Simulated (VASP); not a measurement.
Wanted: the native input for a VASP 6.6.1 run.

```
Task                   : single point
Functional             : PBE
Potentials or basis    : VASP PAW PBE potentials, release 64 (Pb_d, Se)
Cutoff                 : 520 eV
k mesh                 : 8 × 8 × 8
Occupations            : gaussian, width 0.029 eV
Spin                   : no spin polarisation
Dipole correction      : no
Further INCAR settings : ALGO = Normal; EDIFF = 1e-06; NBANDS = 17
```

The structure of PbSe lies in POSCAR:

```
PbSe
1.0
    0.0000000000      3.0606500000      3.0606500000
    3.0606500000      0.0000000000      3.0606500000
    3.0606500000      3.0606500000      0.0000000000
Pb Se
1 1
Direct
    0.0000000000      0.0000000000      0.0000000000
    0.5000000000      0.5000000000      0.5000000000
```

The input as run:

INCAR

```
SYSTEM = PbSe
  PREC = Accurate
  ENCUT = 520
  EDIFF = 1E-6
  ISMEAR = 0
  SIGMA = 0.028999999999999998
  LREAL = .FALSE.
  LASPH = .TRUE.
  NELM = 60
  ALGO = Normal
  ISIF = 2
  LWAVE = .FALSE.
  LCHARG = .FALSE.
  GGA = PE
  NBANDS = 17
```

KPOINTS

```
regular mesh
0
G
  8 8 8
  0 0 0
```

Potentials or basis: VASP PAW PBE potentials, release 64 (Pb_d, Se).

Launch:

```bash
$ cat potpaw_PBE.64/Pb_d/POTCAR potpaw_PBE.64/Se/POTCAR > POTCAR
$ mpirun -np 1 vasp_std > vasp.out
```

It gave:

- Pressure: 2.4 GPa
- Band gap on the k mesh: 0.29 eV

Caveat: spin-orbit coupling is left out, which moves the levels of the heavy elements.

Wall time 37 s on 1 thread of Intel Xeon 8259CL (shared host), peak memory 0.19 GiB.
